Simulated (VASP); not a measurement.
Write the native input for VASP 6.6.1 that does the following.

| Quantity | Value |
| --- | --- |
| Task | single point |
| Functional | PBE |
| Potentials or basis | VASP PAW PBE potentials, release 64 (Ti_sv, Al) |
| Cutoff | 520 eV |
| k mesh | 20 × 20 × 14 |
| Occupations | gaussian, width 0.1 eV |
| Spin | no spin polarisation |
| Dipole correction | no |
| Further INCAR settings | ALGO = Fast; EDIFF = 1e-06; NBANDS = 14 |

The structure of TiAl lies in POSCAR:

```
TiAl
1.0
    2.8222827245      0.0000000000      0.0000000000
    0.0000000000      2.8222827245      0.0000000000
    0.0000000000      0.0000000000      4.0748828515
Ti Al
1 1
Direct
    0.5000000000      0.5000000000      0.5000000000
    0.0000000000      0.0000000000      0.0000000000
```

These files were run (other wordings do the same):

INCAR

```
PREC     = Accurate       # precision mode
ENCUT    = 520            # plane-wave cutoff, eV
EDIFF    = 1E-6           # SCF threshold, eV
ISMEAR   = 0              # smearing method
SIGMA    = 0.1            # smearing width, eV
LREAL    = F              # projectors in reciprocal space
LASPH    = T              # aspherical terms in the spheres
NELM     = 100            # most SCF steps
ALGO     = Fast           # electronic algorithm
ISIF     = 2              # what is computed and relaxed
LWAVE    = F              # write WAVECAR
LCHARG   = F              # write CHGCAR
GGA      = PE             # functional
NBANDS   = 14             # bands
```

KPOINTS

```
Automatic mesh
0
Gamma
  20 20 14
```

Potentials or basis: VASP PAW PBE potentials, release 64 (Ti_sv, Al).

Run with:

```sh
$ cat potpaw_PBE.64/Ti_sv/POTCAR potpaw_PBE.64/Al/POTCAR > POTCAR
$ mpirun -np 1 vasp_std > vasp.out
```

It gave:

```yaml
Pressure: 0.0 GPa
Band_gap_on_the_k_mesh: zero (an odd number of electrons rules out a gap without spin polarisation)
```

It took 3.5 min on 1 thread of Intel Xeon 8259CL, with other jobs on the host, peak memory 0.35 GiB.
